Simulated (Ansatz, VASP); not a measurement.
**InAs in VASP and in Ansatz**

```
In As
1.0
     0.00000    2.90858    3.05459
     2.90858    0.00000    3.05459
     2.90858    2.90858    0.00000
In As
1 1
Direct
  0.00000 0.00000 0.00000
  0.25000 0.25000 0.25000
```

Change from the starting cell: biaxial_xy strain -4.8%.

Alike in both runs: task single point; functional r2SCAN; k mesh 8 × 8 × 8; occupations fermi-dirac, width 0.02 eV; no spin polarisation.

```csv
,VASP,Ansatz
version,VASP 6.6.1,Ansatz 0.2.0
potentials or method,"VASP PAW PBE potentials, release 64 (In_d, As)","plane waves, PAW"
plane-wave cutoff (eV),550,500
valence electrons in the cell,18,28
```

Ansatz gave:

```
pressure (GPa)                                                : 7.0
traceless stress, the component that is largest in VASP (GPa) : -1.27
```

Problem. Which values does VASP return?

Solution. Pressure (GPa): 7.0; traceless stress, the component that is largest in VASP (GPa): -1.28.

VASP's potentials were made for PBE, not for r2SCAN. VASP's potentials hold 18 valence electrons a cell and Ansatz's 28, so a difference there can come from the potentials and not from the codes.
